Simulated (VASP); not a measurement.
A run of VASP 6.6.1 is set up as follows.

POSCAR

```
AlN
1.0
    2.1848998483      2.1848998483      0.0000000000
   -2.1848998483      2.1848998483      0.0000000000
    0.0000000000      2.1848998483      2.1848998483
Al N
1 1
Direct
    0.0000000000      0.0000000000      0.0000000000
    0.2500000000      0.7500000000      0.5000000000
```

File INCAR.step1:

```
PREC = Accurate
ENCUT = 600
ISMEAR = 0
SIGMA = 0.01
LREAL = False
LASPH = True
NELM = 80
GGA = PE
ALGO = Normal
EDIFF = 1E-4
LWAVE = True
LCHARG = False
```

INCAR.step2

```
PREC = Accurate
ENCUT = 600
EDIFF = 1E-7
ISMEAR = 0
SIGMA = 0.01
LREAL = False
LASPH = True
NELM = 80
ALGO = Normal
ISIF = 3
LWAVE = False
LCHARG = False
METAGGA = R2SCAN
LMIXTAU = True
IBRION = 2
NSW = 100
EDIFFG = -0.002
PSTRESS = 20.0
ISTART = 1
```

KPOINTS

```
Automatic mesh
0
Gamma
  10 10 10
```

Potentials or basis: VASP PAW PBE potentials, release 64 (Al, N).

Launch:

```console
$ cat potpaw_PBE.64/Al/POTCAR potpaw_PBE.64/N/POTCAR > POTCAR
$ cp INCAR.step1 INCAR
$ mpirun -np 1 vasp_std > vasp.out
$ cp INCAR.step2 INCAR
$ mpirun -np 1 vasp_std > vasp.out
```

(1) Estimate the relaxed volume.

(2) Predict the space group after relaxing (to 0.05 Å).

(3) Predict the relaxed cell.

Answers

(1) 10.32 Å³/atom.

(2) F-43m (No. 216).

(3) a = 3.079 Å, b = 3.079 Å, c = 3.079 Å, α = 60.00°, β = 60.00°, γ = 90.00°.

Caveat: the cell is relaxed towards a set pressure, so the enthalpy falls and the energy may rise; the PAW data sets were made with another functional, which shifts forces and pressure a little.
